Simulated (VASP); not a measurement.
Write the native input for VASP 6.6.1 that does the following.

```
Task                   : single point
Functional             : PBE
Potentials or basis    : VASP PAW PBE potentials, release 64 (Si, Ni)
Cutoff                 : 520 eV
k mesh                 : 1 × 1 × 4
Occupations            : gaussian, width 0.05 eV
Spin                   : no spin polarisation
Dipole correction      : no
Further INCAR settings : ALGO = Normal; EDIFF = 1e-07; NBANDS = 37
```

The structure of Si2Ni lies in POSCAR:

```
Si2Ni
1.0
   11.2000000000      0.0000000000      0.0000000000
    0.0000000000     11.2000000000      0.0000000000
    0.0000000000      0.0000000000      9.4342454879
Si Ni
6 3
Direct
    0.5992711155      0.5859713079      0.5833333333
    0.4007288845      0.5859713079      0.9166666667
    0.5000000000      0.4140286921      0.7500000000
    0.5992711155      0.5859713079      0.0833333333
    0.5000000000      0.4140286921      0.2500000000
    0.4007288845      0.5859713079      0.4166666667
    0.4007288845      0.5859713079      0.6666666667
    0.5992711155      0.5859713079      0.3333333333
    0.5000000000      0.4140286921      0.0000000000
```

These files were run (other wordings do the same):

INCAR

```
PREC = Accurate
ENCUT = 520
EDIFF = 1E-7
ISMEAR = 0
SIGMA = 0.05
LREAL = F
LASPH = T
NELM = 60
ALGO = Normal
ISIF = 2
LWAVE = F
LCHARG = T
GGA = PE
LELF = T
LVHAR = T
NBANDS = 37
```

KPOINTS

```
Automatic mesh
0
Gamma
  1 1 4
```

Potentials or basis: VASP PAW PBE potentials, release 64 (Si, Ni).

Command:

```console
$ cat potpaw_PBE.64/Si/POTCAR potpaw_PBE.64/Ni/POTCAR > POTCAR
$ mpirun -np 1 vasp_std > vasp.out
```

It gave:

```json
{
  "Largest force": "1.864 eV/Å",
  "Band gap on the k mesh": "0.31 eV"
}
```

Wall time 2.8 min on 1 thread of AMD EPYC 9R45 96-Core Processor (Zen 5), on a shared host, peak memory 0.93 GiB.
